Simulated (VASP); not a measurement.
HgTe: single point with LDA

The system is HgTe.

```
Hg Te
1.0
     0.00000    2.92150    2.86307
     2.92150    0.00000    2.86307
     2.92150    2.92150    0.00000
Hg Te
1 1
Direct
  0.00000 0.00000 0.00000
  0.50000 0.50000 0.50000
```

This cell differs from its parent crystal: zz strain of -2 %.

```
Program             : VASP 6.6.1
Task                : single point
Functional          : LDA
Potentials or basis : VASP PAW LDA potentials, release 64 (Hg, Te)
Cutoff              : 520 eV
k mesh              : 10 × 10 × 10
Occupations         : fermi-dirac, width 0.08 eV
Spin                : no spin polarisation
```

* Pressure: 6.4 GPa
* Band gap on the k mesh: zero (band 9 reaches 6.59 eV, above the bottom of band 10 at 3.08 eV)

Stress tensor (GPa, compression positive):
```
5.34 0.00 0.00
0.00 5.34 0.00
0.00 0.00 8.41
```

Levels at points of the mesh, in eV from the Fermi level:
```csv
k point,band 7,band 8,band 9,band 10,band 11,band 12
"(0.00, 0.00, 0.00)",-1.05,-0.89,-0.89,-0.35,7.71,7.71
"(0.50, 0.00, 0.00)",-6.17,0.38,0.54,2.36,3.58,3.79
"(0.50, 0.50, 0.00)",-5.35,-3.13,-2.97,-2.97,4.52,9.87
"(0.50, 0.00, 0.50)",-5.35,-2.99,-2.95,-2.77,4.65,9.63
```

Run time: 32 s on 1 thread of Intel(R) Xeon(R) 6975P-C (Granite Rapids), with other jobs on the host, peak memory 0.21 GiB.

Caveat: the cell differs from its parent crystal (zz strain of -2 %); spin-orbit coupling is left out, which moves the levels of the heavy elements.
